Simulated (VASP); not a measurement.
Set up this calculation in VASP 6.6.1, as the native input.

```yaml
Task: single point
Functional: PBE
Potentials_or_basis: VASP PAW PBE potentials, release 64 (B, As)
Cutoff: 500 eV
k_mesh: 6 × 6 × 6
Occupations: gaussian, width 0.1 eV
Spin: no spin polarisation
Dipole_correction: no
Further_INCAR_settings: ALGO = Normal; EDIFF = 1e-06; NBANDS = 11
```

The structure of BAs lies in POSCAR:

```
BAs
1.0
    3.1160105200      0.0000000000      0.0000000000
   -1.5580052600      2.6985442700      0.0000000000
    0.0000000000      0.0000000000      3.0410719500
B As
1 1
Direct
    0.6666666700      0.3333333300      0.5000000000
    0.0000000000      0.0000000000      0.0000000000
```

One way to write it, as run:

INCAR

```
SYSTEM = BAs
  PREC = Accurate
  ENCUT = 500
  EDIFF = 1E-6
  ISMEAR = 0
  SIGMA = 0.1
  LREAL = .False.
  LASPH = .True.
  NELM = 120
  ALGO = Normal
  ISIF = 2
  LWAVE = .False.
  LCHARG = .False.
  GGA = PE
  NBANDS = 11
  GGA_COMPAT = .False.
```

KPOINTS

```
Automatic mesh
0
Gamma
  6 6 6
  0 0 0
```

Potentials or basis: VASP PAW PBE potentials, release 64 (B, As).

Launch:

```bash
$ cat potpaw_PBE.64/B/POTCAR potpaw_PBE.64/As/POTCAR > POTCAR
$ mpirun -np 1 vasp_std > vasp.out
```

Results of the run:

```yaml
Pressure: -1.2 GPa
Band_gap_on_the_k_mesh: zero (band 4 reaches 10.11 eV, above the bottom of band 5 at 3.85 eV)
```

Caveat: the k points lie up to 0.39 Å⁻¹ apart.

Run time: 7.7 s on 1 thread of Intel(R) Xeon(R) Platinum 8488C (Sapphire Rapids) (shared host), peak memory 0.14 GiB.
